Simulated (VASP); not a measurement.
# Be (P6_3/mmc) in VASP: single point with LDA

Aim: the single point of Be with LDA.

All numbers are computed with VASP 6.6.1; they aren't measurements. Logs are shortened: lines on timing, memory, paths and dates and some standing lists are left out, and cuts for length are marked.

## Step 1: The cell of the first run

Symmetry: P6_3/mmc, No. 194, hexagonal system. The conventional cell has a = 2.336 Å, b = 2.336 Å, c = 3.640 Å, α = 90.00°, β = 90.00°, γ = 120.00°. Within 3.0 Å of Be (site symmetry -6m2) lie 12 Be at 2.27 to 2.34 Å.

## Step 2: Single point, LDA

Contents of INCAR:

```
PREC = Accurate
ENCUT = 500
EDIFF = 1E-6
ISMEAR = -1
SIGMA = 0.0106
LREAL = False
LASPH = True
NELM = 120
ALGO = Normal
ISIF = 2
LWAVE = False
LCHARG = False
GGA = CA
NBANDS = 9
ISYM = -1
GGA_COMPAT = False
```

Contents of KPOINTS:

```
explicit points
203
Reciprocal
  0.05555556   0.05555556   0.10000000 2
  0.05555556   0.05555556   0.30000000 2
  0.05555556   0.05555556   0.50000000 2
  0.05555556   0.05555556   0.70000000 2
  0.05555556   0.05555556   0.90000000 2
  0.05555556   0.16666667   0.10000000 2
[... 195 lines left out ...]
  0.50000000   0.50000000   0.30000000 2
  0.50000000   0.50000000   0.50000000 1
```

Contents of POSCAR:

```
Be
1.0
    2.3358202500      0.0000000000      0.0000000000
   -1.1679101300      2.0228800400      0.0000000000
    0.0000000000      0.0000000000      3.6402654600
Be
2
Direct
    0.3333300000      0.6666700000      0.2500000000
    0.6666600000      0.3333300000      0.7500000000
```

Potentials or basis: VASP PAW LDA potentials, release 64 (Be).

On the command line:

```bash
$ cat potpaw_LDA.64/Be/POTCAR > POTCAR
$ mpirun -np 1 vasp_std > vasp.out
```

OUTCAR:

```text
PREC = Accurate
   ENCUT = 500
   EDIFF = 1E-6
   ISMEAR = -1
   LREAL = False
   LASPH = True
   NELM = 120
   ISIF = 2
   GGA = CA
   ISYM = -1

 ion  position               nearest neighbor table
   1  0.333  0.667  0.250-   2 2.27   2 2.27   2 2.27   2 2.27   2 2.27   2 2.27
   2  0.667  0.333  0.750-   1 2.27   1 2.27   1 2.27   1 2.27   1 2.27   1 2.27

IMPORTANT INFORMATION: All symmetrisations will be switched off!
NOSYMM: (Re-)initialisation of all symmetry stuff for point group C_1.

----------------------------------------------------------------------------------------

                                     Primitive cell

  volume of cell :      17.2006

  direct lattice vectors                    reciprocal lattice vectors
     2.335820250  0.000000000  0.000000000     0.428115134  0.247172345  0.000000000
    -1.167910130  2.022880040  0.000000000     0.000000000  0.494344687  0.000000000
     0.000000000  0.000000000  3.640265460     0.000000000  0.000000000  0.274705241

  length of vectors
     2.335820250  2.335820568  3.640265460     0.494344754  0.494344687  0.274705241

  position of ions in fractional coordinates (direct lattice)
     0.333330000  0.666670000  0.250000000
     0.666660000  0.333330000  0.750000000

  ion indices of the primitive-cell ions
   primitive index   ion index
                 1           1
                 2           2

----------------------------------------------------------------------------------------

 KPOINTS: explicit points

Read explicit list of k-points.

 Found    203 k-points:

 Following reciprocal coordinates:
            Coordinates               Weight
  0.055556  0.055556  0.100000      0.004938
  0.055556  0.055556  0.300000      0.004938
  0.055556  0.055556  0.500000      0.004938
  0.055556  0.055556  0.700000      0.004938
  0.055556  0.055556  0.900000      0.004938
  0.055556  0.166667  0.100000      0.004938
[... 16 lines left out ...]
  0.055556  0.500000  0.500000      0.004938
  0.055556  0.500000  0.700000      0.004938
 [... further k-points ...]
   k-points           NKPTS =    203   k-points in BZ     NKDIM =    203   number of bands    NBANDS=      9
   number of dos      NEDOS =    301   number of ions     NIONS =      2
   total plane-waves  NPLWV =   9072
   dimension x,y,z NGX =    18 NGY =   18 NGZ =   28
   dimension x,y,z NGXF=    36 NGYF=   36 NGZF=   56
   ions per type =               2
   NGX,Y,Z   is equivalent  to a cutoff of  12.81, 12.81, 12.79 a.u.
   NGXF,Y,Z  is equivalent  to a cutoff of  25.62, 25.62, 25.57 a.u.
 SYSTEM =  unknown system
   PREC   = accura    normal or accurate (medium, high low for compatibility)
   ISTART =      0    job   : 0-new  1-cont  2-samecut
   ICHARG =      2    charge: 1-file 2-atom 10-const
   ISPIN  =      1    spin polarized calculation?
   LNONCOLLINEAR =      F non collinear calculations
   LSORBIT =      F    spin-orbit coupling
   LASPH  =      T    aspherical Exc in radial PAW
   ENCUT  =  500.0 eV  36.75 Ry    6.06 a.u.   4.26  4.26  6.64*2*pi/ulx,y,z
   NELM   =    120;   NELMIN=  2; NELMDL= -5     # of ELM steps
   EDIFF  = 0.1E-05   stopping-criterion for ELM
   LREAL  =      F    real-space projection
   EDIFFG = 0.1E-04   stopping-criterion for IOM
   NSW    =      0    number of steps for IOM
   IBRION =     -1    ionic relax: 0-MD 1-quasi-New 2-CG
   NFREE  =      0    steps in history (QN), initial steepest desc. (CG)
   ISIF   =      2    stress and relaxation
   ISYM   =     -1    0-nonsym 1-usesym 2-fastsym
   POTIM  = 0.5000    time-step for ionic-motion
   TEBEG  =    0.0;   TEEND  =   0.0 temperature during run
   PSTRESS=    0.0 pullay stress
   NELECT =       4.0000    total number of electrons
   NUPDOWN=      -1.0000    fix difference up-down
   EMIN   =  10.00;   EMAX   =-10.00  energy-range for DOS
   EFERMI =   0.00;   METHOD = LEGACY
   ISMEAR =    -1;   SIGMA  =   0.01  broadening in eV -4-tet -1-fermi 0-gaus
   EFERMI_NEDOS =   21; number of points for ismear=-14 and -15
   IALGO  =     38    algorithm
   IMIX   =      4    mixing-type and parameters
     AMIX     =   0.40;   BMIX     =  1.00
     AMIX_MAG =   1.60;   BMIX_MAG =  1.00
  volume/ion in A,a.u.               =       8.60        58.04
  Fermi-wavevector in a.u.,A,eV,Ry     =   1.006732  1.902448 13.789637  1.013510
  Thomas-Fermi vector in A             =   2.139493
   LORBIT       =      0    0 simple, 1 ext, 2 COOP (PROOUT), +10 PAW based schemes
   GGA     = CA    functional components
   LHFCALC =     F    Hartree Fock is set to
   AEXX    =    0.0000 exact exchange contribution
   IVDW    =     0    specifies the selected vdW correction
   LEPSILON=     F    determine dielectric tensor
   LRPA    =     F    only Hartree local field effects (RPA)
 non-spin polarized calculation
  energy-cutoff  :      500.00
  volume of cell :       17.20
 maximum number of plane-waves:       462
 NGX is ok and might be reduce to    18
   NGX =  9   NGY =  9   NGZ = 13

 number of electron       4.0000000 magnetization

 Free energy of the ion-electron system (eV)
  ---------------------------------------------------
  ext. energy  EPLUGINS =         0.00000000
  ---------------------------------------------------
  free energy    TOTEN  =        -8.32309012 eV

  energy without entropy =       -8.32308654  energy(sigma->0) =       -8.32308833

 E-fermi :   6.1765     XC(G=0): -10.3474

 val. band max:        6.1029992559   @ k =   0.2778   0.2778   0.9000
 cond. band min:       6.2570006447   @ k =   0.3889   0.2778   0.3000
 fundamental gap:      0.1540013888
 Fermi energy:         6.1765080660

 k-point     1 :       0.0556    0.0556    0.1000
  band No.  band energies     occupation
      1      -4.3018      2.00000
      2       1.8704      2.00000
      3       8.0146      0.00000
      4      19.2156      0.00000
      5      19.2350      0.00000
      6      23.2536      0.00000
      7      23.6508      0.00000
      8      24.5549      0.00000
      9      29.2615      0.00000
[... 265 lines left out ...]
 k-point    24 :       0.0556    0.5000    0.7000
  band No.  band energies     occupation
      1       1.8268      2.00000
      2       3.2960      2.00000
      3       7.8031      0.00000
      4       8.9127      0.00000
      5      14.9088      0.00000
      6      17.3295      0.00000
      7      19.0555      0.00000
      8      19.5385      0.00000
      9      24.4632      0.00000

 [... further k-points ...]

------------------------ aborting loop because EDIFF is reached ----------------------------------------

  FORCE on cell =-STRESS in cart. coord.  units (eV):
  Direction    XX          YY          ZZ          XY          YZ          ZX
  --------------------------------------------------------------------------------------
  -------------------------------------------------------------------------------------
  Total       -1.6815446     -1.5509921     -1.0804619      0.1130157      0.0000001     -0.0000000
  in kB     -156.6305082   -144.4699600   -100.6415749     10.5270497      0.0000114     -0.0000016
  external PRESSURE =    -133.9140144 kB  Pullay stress =       0.0000000 kB

 VOLUME and BASIS-vectors are now :
 -----------------------------------------------------------------------------
  energy-cutoff  :      500.00
  volume of cell :       17.20
      direct lattice vectors                 reciprocal lattice vectors
     2.335820250  0.000000000  0.000000000     0.428115134  0.247172345  0.000000000
    -1.167910130  2.022880040  0.000000000     0.000000000  0.494344687  0.000000000
     0.000000000  0.000000000  3.640265460     0.000000000  0.000000000  0.274705241

 POSITION                                       TOTAL-FORCE (eV/Angst)
 -----------------------------------------------------------------------------------
     -0.00001      1.34859      0.91007        -0.010384      0.005953     -0.000000
      1.16790      0.67429      2.73020         0.010384     -0.005953      0.000000
 -----------------------------------------------------------------------------------
    total drift:                               -0.000000      0.000000     -0.000000

  FREE ENERGIE OF THE ION-ELECTRON SYSTEM (eV)
  ---------------------------------------------------
  free  energy   TOTEN  =        -8.3230901181 eV

  energy  without entropy=       -8.3230865383  energy(sigma->0) =       -8.32308833
```

OSZICAR:

```text
N       E                     dE             d eps       ncg     rms          rms(c)
DAV:   1    -0.457311434033E+01   -0.45731E+01   -0.16892E+03  3726   0.350E+02
DAV:   2    -0.831692244554E+01   -0.37438E+01   -0.36524E+01  5373   0.421E+01
DAV:   3    -0.836025126593E+01   -0.43329E-01   -0.43272E-01  4040   0.321E+00
DAV:   4    -0.836030125372E+01   -0.49988E-04   -0.49986E-04  4375   0.906E-02
DAV:   5    -0.836030126093E+01   -0.72083E-08   -0.74462E-08  3923   0.128E-03    0.114E+00
DAV:   6    -0.833520734530E+01    0.25094E-01   -0.17476E-03  3952   0.234E-01    0.691E-01
DAV:   7    -0.832309675246E+01    0.12111E-01   -0.31833E-03  4073   0.306E-01    0.160E-02
DAV:   8    -0.832309077512E+01    0.59773E-05   -0.10939E-05  3943   0.257E-02    0.469E-03
DAV:   9    -0.832309011811E+01    0.65700E-06   -0.35997E-07  3549   0.457E-03
   1 F= -.83230901E+01 E0= -.83230883E+01  d E =-.357985E-05
```

stdout:

```text
POSCAR found type information on POSCAR Be
 POSCAR found :  1 types and       2 ions
 scaLAPACK will be used
 LDA part: xc-table for (Slater(with rela. corr.)+CA(PZ))
 , standard interpolation
 POSCAR, INCAR and KPOINTS ok, starting setup
 FFT: planning ... GRIDC
 FFT: planning ... GRID_SOFT
 FFT: planning ... GRID
 WAVECAR not read
 entering main loop
```

Run time: 12 s. Hardware: 1 thread of Intel Xeon Platinum 8488C (Sapphire Rapids), shared host; peak memory 0.13 GiB.

Results:

```
Free energy   : -8.3231 eV
Pressure      : -13.4 GPa
Largest force : 0.012 eV/Å
```

Forces in eV/Å, atoms in the order of the input:
```
Be  -0.010  0.006  0.000
Be   0.010 -0.006  0.000
```

Stress tensor (GPa, compression positive):
```
-15.66   1.05   0.00
  1.05 -14.45   0.00
  0.00   0.00 -10.06
```

Caveat: the stress differs along the axes, from -16 to -10 GPa.
